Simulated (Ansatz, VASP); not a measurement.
## MgO in VASP and in Ansatz

Contents of INCAR:

```
  ALGO = Normal
  EDIFF = 1E-6
  EDIFFG = -0.01
  ENCUT = 600
  GGA = PE
  IBRION = 2
  ISIF = 3
  ISMEAR = 0
  LASPH = T
  LCHARG = F
  LREAL = F
  LWAVE = F
  NELM = 100
  NSW = 65
  PREC = Accurate
  SIGMA = 0.02
```

File KPOINTS:

```
k-points
0
Gamma
  9 9 6
```

POSCAR

```
MgO
1.0
    3.0078485001      0.0000000000      0.0000000000
   -1.5039242501      2.6048732118      0.0000000000
    0.0000000000      0.0000000000      4.9117021012
Mg O
2 2
Direct
    0.0000000000      0.0000000000      0.0000000000
    0.3333333333      0.6666666667      0.5000000000
    0.6666666667      0.3333333333      0.2500000000
    0.6666666667      0.3333333333      0.7500000000
```

Input for Ansatz:

```yaml
crystal:
  lattice:
    - [3.0078485001, 0.0, 0.0]
    - [-1.5039242501, 2.6048732118, 0.0]
    - [0.0, 0.0, 4.9117021012]
  atoms:
    - { symbol: Mg, position: [0.0, 0.0, 0.0] }
    - { symbol: O, position: [0.6666666667, 0.3333333333, 0.25] }
    - { symbol: Mg, position: [0.3333333333, 0.6666666667, 0.5] }
    - { symbol: O, position: [0.6666666667, 0.3333333333, 0.75] }
basis:
  ecutwfc: 420
kpoints:
  mp_grid: { grid: [9, 9, 6] }
hamiltonian:
  xc: pbe
scf:
  occupations: { method: gaussian, width: 0.02 }
output:
  forces: true
  stress: true
  eigenvalues: true
  populations: true
relax:
  adjacent_minimum: "off"
  f_tol: 0.01
  max_steps: 45
  cell: { stress_tol: 0.05 }
```

Alike in both runs: task relaxation of cell and atoms; functional PBE; k mesh 9 × 9 × 6; occupations gaussian, width 0.02 eV; no spin polarisation.

|  | VASP | Ansatz |
| --- | --- | --- |
| version | VASP 6.6.1 | Ansatz 0.2.0 |
| potentials or method | VASP PAW PBE potentials, release 64 (Mg, O), cutoff 600 eV | scalar-relativistic, plane waves, PAW |
| valence electrons in the cell | 16 | 32 |

|  | VASP | Ansatz | Ansatz less VASP |
| --- | --- | --- | --- |
| gap on the k mesh at the Fermi level, each at its own relaxed structure (eV) | 2.83 | 2.81 | -0.024 |
| relaxed volume (Å³/atom) | 9.87 | 9.93 | +0.060 |

VASP's potentials hold 16 valence electrons a cell and Ansatz's 32, so a difference there can come from the potentials and not from the codes.
